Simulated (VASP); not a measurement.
A run of VASP 6.6.1 is set up as follows.

File INCAR:

```
  ALGO = Normal
  EDIFF = 1E-7
  ENCUT = 520
  GGA = PE
  ISIF = 2
  ISMEAR = -1
  LASPH = True
  LCHARG = True
  LELF = True
  LREAL = False
  LVHAR = True
  LWAVE = False
  NBANDS = 11
  NELM = 100
  PREC = Accurate
  SIGMA = 0.1
```

The input KPOINTS:

```
k-points
0
Gamma
  20 20 20
```

POSCAR

```
Pt
1.0
    2.6255455883      0.0000000000      0.0000000000
    0.0000000000      2.6255455883      0.0000000000
    0.0000000000      0.0000000000      2.6255455883
Pt
1
Direct
    0.0000000000      0.0000000000      0.0000000000
```

Potentials or basis: VASP PAW PBE potentials, release 64 (Pt).

Command:

```bash
$ cat potpaw_PBE.64/Pt/POTCAR > POTCAR
$ mpirun -np 1 vasp_std > vasp.out
```

Q: Estimate the band gap on the k mesh.

A: Zero (band 5 reaches 10.19 eV, above the bottom of band 6 at 7.06 eV).

Q: Estimate the pressure.

A: -0.5 GPa.

Caveat: spin-orbit coupling is left out, which moves the levels of the heavy elements.
